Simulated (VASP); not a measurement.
A run of VASP 6.6.1:

INCAR

```
SYSTEM = TiO2
PREC = Accurate ; ENCUT = 520
EDIFF = 1E-8 ; ISMEAR = 0
SIGMA = 0.01 ; LREAL = .False.
LASPH = .True. ; NELM = 100
ALGO = Normal ; ISIF = 2
LWAVE = .False. ; LCHARG = .False.
GGA = PS ; NBANDS = 33
IBRION = 8 ; NSW = 1
LEPSILON = .True.
```

Contents of KPOINTS:

```
Automatic mesh
0
Gamma
  6 6 4
  0 0 0
```

The input POSCAR:

```
TiO2
1.0
    3.3612404290      0.0000000000      0.0000000000
    0.0000000000      3.3612404290      0.0000000000
    0.0000000000      0.0000000000      5.1337941358
Ti O
2 4
Direct
    0.5000000000      0.5000000000      0.5000000000
    0.0000000000      0.0000000000      0.0000000000
    0.0000000000      0.5000000000      0.6667093220
    0.5000000000      0.0000000000      0.8332906780
    0.5000000000      0.0000000000      0.3332906780
    0.0000000000      0.5000000000      0.1667093220
```

Potentials or basis: VASP PAW PBE potentials, release 64 (Ti_sv, O).

The run is started by

```console
$ cat potpaw_PBE.64/Ti_sv/POTCAR potpaw_PBE.64/O/POTCAR > POTCAR
$ mpirun -np 1 vasp_std > vasp.out
```

Hardware: 1 thread of AMD EPYC 9R45 96-Core Processor (Zen 5) (shared host).

Question: Estimate the wall time of this run.

Answer: Wall time 29 min on 1 thread of AMD EPYC 9R45 96-Core Processor (Zen 5), on a shared host, peak memory 0.49 GiB. Counts: scf iterations 384, k points 30.
